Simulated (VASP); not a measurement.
Set up this calculation in VASP 6.6.1, as the native input.

| Quantity | Value |
| --- | --- |
| Task | single point |
| Functional | PBE |
| Potentials or basis | VASP PAW PBE potentials, release 64 (Pt, H, N) |
| Cutoff | 520 eV |
| k mesh | 1 × 1 × 1 |
| Occupations | gaussian, width 0.01 eV |
| Spin | no spin polarisation |
| Dipole correction | no |
| Further INCAR settings | ALGO = Normal; EDIFF = 1e-06; NBANDS = 21 |

The structure of PtH7N lies in POSCAR:

```
H7PtN
1.0
   12.2800000000      0.0000000000      0.0000000000
    0.0000000000     13.1100000000      0.0000000000
    0.0000000000      0.0000000000     11.1300000000
Pt H N
1 7 1
Direct
    0.4908615600      0.5462105300      0.5480790700
    0.6077443000      0.6103943600      0.5952641500
    0.6337597700      0.5510556800      0.5801239900
    0.4523973900      0.6565606400      0.5788661300
    0.3664495100      0.5327376000      0.5165408800
    0.4505366400      0.3432494300      0.5294905700
    0.5100879500      0.3779092300      0.4043126700
    0.5838509800      0.3489214300      0.5225956900
    0.5140871300      0.3842578200      0.4956163500
```

The input as run:

INCAR

```
SYSTEM = H7PtN
PREC = Accurate
ENCUT = 520
EDIFF = 1E-6
ISMEAR = 0
SIGMA = 0.01
LREAL = .FALSE.
LASPH = .TRUE.
NELM = 80
ALGO = Normal
ISIF = 2
LWAVE = .FALSE.
LCHARG = .FALSE.
GGA = PE
NBANDS = 21
```

KPOINTS

```
regular mesh
0
G
  1 1 1
  0 0 0
```

Potentials or basis: VASP PAW PBE potentials, release 64 (Pt, H, N).

Run with:

```bash
$ cat potpaw_PBE.64/Pt/POTCAR potpaw_PBE.64/H/POTCAR potpaw_PBE.64/N/POTCAR > POTCAR
$ mpirun -np 1 vasp_gam > vasp.out
```

Results of the run:

* Largest force: 0.336 eV/Å
* Gap between the frontier levels: 3.36 eV

Caveat: spin-orbit coupling is left out, which moves the levels of the heavy elements.

It took 100 s on 1 thread of Intel(R) Xeon(R) Platinum 8488C (Sapphire Rapids) (shared host), peak memory 1.3 GiB.
